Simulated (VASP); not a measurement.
# CoSn (P6/mmm) in VASP: notebook, part 2 of 2

VASP 6.6.1.

### Step 3. Single point, PBE

This run uses another cell than the first one, of 17.13 Å³/atom.

INCAR

```
SYSTEM = CoSn
PREC     = Accurate       ! precision mode
ENCUT    = 520            ! plane-wave cutoff, eV
EDIFF    = 1E-6           ! SCF threshold, eV
ISMEAR   = 0              ! smearing method
SIGMA    = 0.1            ! smearing width, eV
LREAL    = .FALSE.        ! projectors in reciprocal space
LASPH    = .TRUE.         ! aspherical terms in the spheres
NELM     = 80             ! most SCF steps
ALGO     = Fast           ! electronic algorithm
ISIF     = 2              ! what is computed and relaxed
LWAVE    = .FALSE.        ! write WAVECAR
LCHARG   = .FALSE.        ! write CHGCAR
GGA      = PE             ! functional
NBANDS   = 44             ! bands
```

KPOINTS

```
regular mesh
0
G
  9 9 8
  0 0 0
```

POSCAR

```
CoSn
1.0
    5.2958497581      0.0000000000      0.0000000000
   -2.6479248791      4.5863404251      0.0000000000
    0.0000000000      0.0000000000      4.2304283843
Co Sn
3 3
Direct
    0.0000000000      0.5000000000      0.0000000000
    0.5000000000      0.5000000000      0.0000000000
    0.5000000000      0.0000000000      0.0000000000
    0.6666666667      0.3333333333      0.5000000000
    0.3333333333      0.6666666667      0.5000000000
    0.0000000000      0.0000000000      0.0000000000
```

Potentials or basis: VASP PAW PBE potentials, release 64 (Co, Sn_d).

Launch:

```bash
$ cat potpaw_PBE.64/Co/POTCAR potpaw_PBE.64/Sn_d/POTCAR > POTCAR
$ mpirun -np 1 vasp_std > vasp.out
```

OUTCAR:

```text
SYSTEM = CoSn
   PREC = Accurate
   ENCUT = 520
   EDIFF = 1E-6
   ISMEAR = 0
   LREAL = .FALSE.
   LASPH = .TRUE.
   NELM = 80
   ISIF = 2
   GGA = PE

 ion  position               nearest neighbor table
   1  0.000  0.500  0.000-   4 2.61   5 2.61   4 2.61   5 2.61   3 2.65   3 2.65   6 2.65   6 2.65
                             2 2.65   2 2.65
   2  0.500  0.500  0.000-   4 2.61   5 2.61   4 2.61   5 2.61   6 2.65   6 2.65   3 2.65   3 2.65
                             1 2.65   1 2.65
   3  0.500  0.000  0.000-   4 2.61   5 2.61   4 2.61   5 2.61   1 2.65   1 2.65   2 2.65   2 2.65
                             6 2.65   6 2.65
   4  0.667  0.333  0.500-   3 2.61   3 2.61   1 2.61   1 2.61   2 2.61   2 2.61   5 3.06   5 3.06
                             5 3.06   6 3.72   6 3.72   6 3.72   6 3.72   6 3.72   6 3.72
[... 1342 lines left out ...]
  Total       -0.0171181     -0.0171181     -0.0857610      0.0000000      0.0000000     -0.0000000
  in kB       -0.2669198     -0.2669198     -1.3372545      0.0000000      0.0000000     -0.0000000
  external PRESSURE =      -0.6236980 kB  Pullay stress =       0.0000000 kB

 VOLUME and BASIS-vectors are now :
 -----------------------------------------------------------------------------
  energy-cutoff  :      520.00
  volume of cell :      102.75
      direct lattice vectors                 reciprocal lattice vectors
     5.295849758  0.000000000  0.000000000     0.188827109  0.109019382  0.000000000
    -2.647924879  4.586340425  0.000000000     0.000000000  0.218038765  0.000000000
     0.000000000  0.000000000  4.230428384     0.000000000  0.000000000  0.236382680

 POSITION                                       TOTAL-FORCE (eV/Angst)
 -----------------------------------------------------------------------------------
     -1.32396      2.29317      0.00000        -0.000000      0.000000      0.000000
      1.32396      2.29317      0.00000        -0.000000      0.000000      0.000000
      2.64792      0.00000      0.00000        -0.000000      0.000000      0.000000
      2.64792      1.52878      2.11521        -0.000000     -0.000000      0.000000
     -0.00000      3.05756      2.11521         0.000000      0.000000     -0.000000
      0.00000      0.00000      0.00000        -0.000000      0.000000      0.000000
 -----------------------------------------------------------------------------------
    total drift:                               -0.000000      0.000000     -0.000000

  FREE ENERGIE OF THE ION-ELECTRON SYSTEM (eV)
  ---------------------------------------------------
  free  energy   TOTEN  =       -33.2599478601 eV

  energy  without entropy=      -33.2474739318  energy(sigma->0) =      -33.25371090
```

OSZICAR:

```text
N       E                     dE             d eps       ncg     rms          rms(c)
DAV:   1     0.691936331645E+03    0.69194E+03   -0.31207E+04  5352   0.248E+03
DAV:   2     0.727121071290E+02   -0.61922E+03   -0.60084E+03  5280   0.602E+02
DAV:   3    -0.302194897451E+02   -0.10293E+03   -0.99778E+02  5396   0.223E+02
DAV:   4    -0.356393834655E+02   -0.54199E+01   -0.53749E+01  5960   0.571E+01
DAV:   5    -0.358047850289E+02   -0.16540E+00   -0.16533E+00  7144   0.916E+00    0.144E+01
RMM:   6    -0.375402902265E+02   -0.17355E+01   -0.28436E+01  5648   0.358E+01    0.159E+01
RMM:   7    -0.335367801171E+02    0.40035E+01   -0.87298E+00  5658   0.219E+01    0.444E+00
RMM:   8    -0.332554856555E+02    0.28129E+00   -0.79212E-01  6027   0.484E+00    0.777E-01
RMM:   9    -0.332584717020E+02   -0.29860E-02   -0.14151E-01  7476   0.212E+00    0.275E-01
RMM:  10    -0.332595404350E+02   -0.10687E-02   -0.27461E-02  8186   0.893E-01    0.163E-01
RMM:  11    -0.332597653453E+02   -0.22491E-03   -0.49112E-03  8376   0.446E-01    0.938E-02
RMM:  12    -0.332599119469E+02   -0.14660E-03   -0.14321E-03  9150   0.187E-01    0.319E-02
RMM:  13    -0.332599426946E+02   -0.30748E-04   -0.26693E-04  9378   0.746E-02    0.156E-02
RMM:  14    -0.332599453621E+02   -0.26675E-05   -0.50457E-05  7688   0.414E-02    0.704E-03
RMM:  15    -0.332599473302E+02   -0.19681E-05   -0.21033E-05  7412   0.227E-02    0.341E-03
RMM:  16    -0.332599478601E+02   -0.52990E-06   -0.59612E-06  4587   0.130E-02
   1 F= -.33259948E+02 E0= -.33253711E+02  d E =-.124739E-01
```

stdout:

```text
POSCAR found type information on POSCAR CoSn
 POSCAR found :  2 types and       6 ions
 scaLAPACK will be used
 LDA part: xc-table for (Slater+PW92), standard interpolation
 POSCAR, INCAR and KPOINTS ok, starting setup
 FFT: planning ... GRIDC
 FFT: planning ... GRID_SOFT
 FFT: planning ... GRID
 WAVECAR not read
 entering main loop
WARNING in EDDRMM: call to ZHEGV failed, returncode =   8  4     41
WARNING in EDDRMM: call to ZHEGV failed, returncode =   6  3     37
WARNING in EDDRMM: call to ZHEGV failed, returncode =   6  3     41
```

Wall time 9.4 min (1 thread of Intel Xeon 8259CL, shared host); peak memory 0.36 GiB.

Results:

| Quantity | Value |
| --- | --- |
| Free energy | -33.2599 eV |
| Pressure | -0.1 GPa |
| Band gap on the k mesh | zero (an odd number of electrons rules out a gap without spin polarisation) |

Stress tensor (GPa, compression positive):
```
-0.03  0.00  0.00
 0.00 -0.03  0.00
 0.00  0.00 -0.13
```

Caveat: spin-orbit coupling is left out, which moves the levels of the heavy elements; the run has no spin polarisation, though such a crystal can be magnetic.

### Step 4. Single point, PBE

This run uses another cell than the first one, of 17.13 Å³/atom.

INCAR

```
  PREC = Accurate
  ENCUT = 520
  EDIFF = 1E-7
  ISMEAR = 0
  SIGMA = 0.1
  LREAL = False
  LASPH = True
  NELM = 100
  ALGO = Fast
  ISIF = 2
  LWAVE = False
  LCHARG = False
  GGA = PE
  NBANDS = 44
```

KPOINTS

```
regular mesh
0
Gamma
  9 9 8
```

POSCAR is that of step 3.

Launch:

```bash
$ cat potpaw_PBE.64/Co/POTCAR potpaw_PBE.64/Sn_d/POTCAR > POTCAR
$ mpirun -np 1 vasp_std > vasp.out
```

It took 9.7 min on 1 thread of Intel Xeon 8259CL, shared host; peak memory 0.37 GiB.

Results (log left out):

```
Free energy            : -33.2599 eV
Pressure               : -0.1 GPa
Band gap on the k mesh : zero (an odd number of electrons rules out a gap without spin polarisation)
```

Stress tensor (GPa, compression positive):
```
-0.03  0.00  0.00
 0.00 -0.03  0.00
 0.00  0.00 -0.13
```

Levels at points of the mesh, in eV from the Fermi level:
```tsv
k point	band 31	band 32	band 33	band 34	band 35	band 36	band 37	band 38
(0.00, 0.00, 0.00)	-0.41	-0.41	-0.38	-0.38	0.52	0.60	1.36	1.36
(0.00, 0.00, 0.50)	-0.90	-0.48	-0.47	-0.47	-0.37	-0.37	-0.11	0.52
```

Caveat: spin-orbit coupling is left out, which moves the levels of the heavy elements; the run has no spin polarisation, though such a crystal can be magnetic. Spin polarisation is off, so any magnetic state and its effect on volume and gap are missing.

### Step 5. Relaxation of cell and atoms, PBE

INCAR

```
  ALGO = Fast
  EDIFF = 1E-6
  EDIFFG = -0.002
  ENCUT = 600
  GGA = PE
  IBRION = 2
  ISIF = 3
  ISMEAR = 0
  LASPH = True
  LCHARG = False
  LREAL = False
  LWAVE = False
  NELM = 80
  NSW = 100
  PREC = Accurate
  SIGMA = 0.1
```

KPOINTS

```
k-points
0
Gamma
  9 9 8
```

POSCAR

```
CoSn
1.0
    5.2460399276      0.0000000000      0.0000000000
   -2.6230199638      4.5432038466      0.0000000000
    0.0000000000      0.0000000000      4.1875903000
Co Sn
3 3
Direct
    0.0000000000      0.5000000000      0.0000000000
    0.5000000000      0.5000000000      0.0000000000
    0.5000000000      0.0000000000      0.0000000000
    0.6666666700      0.3333333300      0.5000000000
    0.3333333300      0.6666666700      0.5000000000
    0.0000000000      0.0000000000      0.0000000000
```

Launch:

```bash
$ cat potpaw_PBE.64/Co/POTCAR potpaw_PBE.64/Sn_d/POTCAR > POTCAR
$ mpirun -np 1 vasp_std > vasp.out
```

Run time: 46 min. Hardware: 1 thread of Intel Xeon 8259CL, shared host; peak memory 0.43 GiB.

The run converged. Its results:

- Free energy: -33.2587 eV
- Relaxed volume: 17.11 Å³/atom
- Relaxed cell: a = 5.295 Å, b = 5.295 Å, c = 4.228 Å, α = 90.00°, β = 90.00°, γ = 120.00°
- Space group after relaxing (to 0.1 Å): P6/mmm (No. 191)
- Energy gained by relaxing: 5.7 meV/atom
- Ionic steps: 13
- Pressure after relaxing: 0.0 GPa
- Band gap on the k mesh: zero (an odd number of electrons rules out a gap without spin polarisation)

The path:
```
step  energy change (eV)  largest force (eV/Å)  pressure (GPa)  volume (Å³)
   1              0.0000                0.0000            3.91        99.81
   2              0.0006                0.0000           -3.67       105.78
   3             -0.0343                0.0000           -0.07       102.74
   4             -0.0343                0.0000            0.04       102.68
   5             -0.0343                0.0000            0.00       102.68
   6             -0.0343                0.0000            0.03       102.69
   7             -0.0343                0.0000           -0.11       102.69
   8             -0.0343                0.0000            0.08       102.69
   9             -0.0343                0.0000           -0.03       102.69
  10             -0.0343                0.0000            0.02       102.69
  11             -0.0343                0.0000            0.01       102.69
  12             -0.0343                0.0000           -0.03       102.69
  13             -0.0343                0.0000            0.01       102.69
```

Final structure:
```
CELL_PARAMETERS angstrom
5.29542 0.00000 0.00000
-2.64771 4.58597 0.00000
0.00000 0.00000 4.22848
ATOMIC_POSITIONS crystal
Co 0.00000 0.50000 0.00000
Co 0.50000 0.50000 0.00000
Co 0.50000 0.00000 0.00000
Sn 0.66667 0.33333 0.50000
Sn 0.33333 0.66667 0.50000
Sn 0.00000 0.00000 0.00000
```

Levels at points of the mesh, in eV from the Fermi level:
| k point | band 31 | band 32 | band 33 | band 34 | band 35 | band 36 | band 37 | band 38 |
| --- | --- | --- | --- | --- | --- | --- | --- | --- |
| (0.00, 0.00, 0.00) | -0.41 | -0.41 | -0.39 | -0.39 | 0.52 | 0.60 | 1.36 | 1.36 |
| (0.00, 0.00, 0.50) | -0.90 | -0.48 | -0.47 | -0.47 | -0.38 | -0.38 | -0.11 | 0.52 |

Caveat: spin-orbit coupling is left out, which moves the levels of the heavy elements; the run has no spin polarisation, though such a crystal can be magnetic.

### Step 6. Overview

```csv
task,cell,k mesh,cutoff (eV),gap on the mesh (eV),pressure (GPa)
single point,"a = 5.246, b = 5.246, c = 4.188 Å, angles 90.0, 90.0, 120.0°, 6 atoms",6 × 6 × 4,520,none,4.0
single point,"a = 5.296, b = 5.296, c = 4.230 Å, angles 90.0, 90.0, 120.0°, 6 atoms",9 × 9 × 8,520,none,-0.1
relaxation of cell and atoms,"relaxed from a = 5.246, b = 5.246, c = 4.188 Å, angles 90.0, 90.0, 120.0°, 6 atoms",9 × 9 × 8,600,none,0.0
```

Alike in all rows: level PBE; potentials or basis VASP PAW PBE potentials, release 64 (Co, Sn_d); no spin polarisation; smearing gaussian 0.1 eV.

Caveats: some runs use coarse meshes; spin-orbit coupling is left out, which moves the levels of the heavy elements; the run has no spin polarisation, though such a crystal can be magnetic.

Absolute energies hang on the potentials; compare differences alone.
